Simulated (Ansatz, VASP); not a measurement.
## Two plane-wave programs on MnO

```
Mn O
1.0
    -2.14207   -2.14207    4.37018
    -4.37018   -2.14207    2.14207
    -2.14207   -4.37018    2.14207
Mn O
2 2
Direct
  0.00000 0.00000 0.00000
  0.50000 0.50000 0.50000
  0.25000 0.25000 0.25000
  0.75000 0.75000 0.75000
```

Alike in both runs: functional r2SCAN; k mesh 8 × 8 × 8; occupations gaussian, width 0.05 eV; collinear spin.

Ansatz relaxed the structure, and its values are those at the end. VASP's run is a single point on that final structure, the one shown.

|  | VASP | Ansatz |
| --- | --- | --- |
| version | VASP 6.6.1 | Ansatz 0.2.0 |
| potentials or method | VASP PAW PBE potentials, release 64 (Mn_pv, O), cutoff 520 eV | scalar-relativistic, plane waves, PAW |
| valence electrons in the cell | 38 | 42 |

VASP gave:

- gap on the k mesh at the Fermi level (eV): 1.71
- least direct gap on the mesh (eV): 2.35
- pressure (GPa): 0.2
- net moment per atom (μB): 0.00
- size of the moment on the site where the two differ most (μB): 4.45

**Question.** Which values does Ansatz return?

**Answer.** gap on the k mesh at the Fermi level (eV): 1.70; least direct gap on the mesh (eV): 2.33; pressure (GPa): 0.0; net moment per atom (μB): 0.00; size of the moment on the site where the two differ most (μB): 4.17.

VASP's potentials were made for PBE, not for r2SCAN. Site moments also hang on the region over which each program counts them. VASP's potentials hold 38 valence electrons a cell and Ansatz's 42, so a difference there can come from the potentials and not from the codes.
